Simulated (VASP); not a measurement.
Write the native input for VASP 6.6.1 that does the following.

| Property | Result |
| --- | --- |
| Task | single point |
| Functional | PBE |
| Potentials or basis | VASP PAW PBE potentials, release 64 (Al, B, As) |
| Cutoff | 520 eV |
| k mesh | 10 × 10 × 4 |
| Occupations | gaussian, width 0.1 eV |
| Spin | no spin polarisation |
| Dipole correction | no |
| Further INCAR settings | ALGO = Normal; EDIFF = 1e-06; NBANDS = 20 |

The structure of Al3BAs2 lies in POSCAR:

```
Al3BAs2
1.0
    3.8725524208      0.0000000000      0.0000000000
    0.0000000000      3.8725524208      0.0000000000
    0.0000000000      0.0000000000      9.5110284670
Al B As
3 1 2
Direct
    0.0000000000      0.5000000000      0.5927493650
    0.5000000000      0.0000000000      0.4072506350
    0.5000000000      0.5000000000      0.0000000000
    0.0000000000      0.0000000000      0.5000000000
    0.5000000000      0.5000000000      0.7559687836
    0.5000000000      0.5000000000      0.2440312164
```

The cell was built from a structure type or drawn by symmetry, and may not be a known phase.

One way to write it, as run:

INCAR

```
SYSTEM = Al3BAs2
  PREC = Accurate
  ENCUT = 520
  EDIFF = 1E-6
  ISMEAR = 0
  SIGMA = 0.1
  LREAL = .FALSE.
  LASPH = .TRUE.
  NELM = 100
  ALGO = Normal
  ISIF = 2
  LWAVE = .FALSE.
  LCHARG = .FALSE.
  GGA = PE
  NBANDS = 20
```

KPOINTS

```
Automatic mesh
0
G
  10 10 4
  0 0 0
```

Potentials or basis: VASP PAW PBE potentials, release 64 (Al, B, As).

The run is started by

```bash
$ cat potpaw_PBE.64/Al/POTCAR potpaw_PBE.64/B/POTCAR potpaw_PBE.64/As/POTCAR > POTCAR
$ mpirun -np 1 vasp_std > vasp.out
```

It gave:

The pressure is 0.1 GPa. The largest force is 0.018 eV/Å. The band gap on the k mesh is zero (bands 11 and 12 overlap by 1.60 eV).

It took 74 s on 1 thread of Intel(R) Xeon(R) 6975P-C (Granite Rapids), on a shared host, peak memory 0.35 GiB.
